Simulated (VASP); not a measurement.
Ag, 1 atom in the cell. It takes space group Fm-3m (No. 225, cubic). The conventional cell has a = 4.113 Å, b = 4.113 Å, c = 4.113 Å, α = 90.00°, β = 90.00°, γ = 90.00°. Within 3.8 Å of Ag (site symmetry m-3m) lie 12 Ag at 2.91 Å.  This cell differs from its parent crystal: volume scaled by 1.02.

| Quantity | Value |
| --- | --- |
| Program | VASP 6.6.1 |
| Task | single point |
| Functional | PBE |
| Potentials or basis | VASP PAW PBE potentials, release 64 (Ag) |
| Cutoff | 520 eV |
| k mesh | 15 × 15 × 15 |
| Occupations | fermi-dirac, width 0.05 eV |
| Spin | no spin polarisation |
| Dipole correction | no |
| Further INCAR settings | ALGO = Normal; EDIFF = 1e-06; NBANDS = 12 |

Potentials or basis: VASP PAW PBE potentials, release 64 (Ag).

Command:

```console
$ cat potpaw_PBE.64/Ag/POTCAR > POTCAR
$ mpirun -np 1 vasp_std > vasp.out
```

Hardware: 1 thread of AMD EPYC 9R45 96-Core Processor (Zen 5) (shared host).

Q: Estimate the wall time of this run.

A: Wall time 12 s on 1 thread of AMD EPYC 9R45 96-Core Processor (Zen 5), with other jobs on the host, peak memory 0.12 GiB. Counts: scf iterations 11, k points 120.
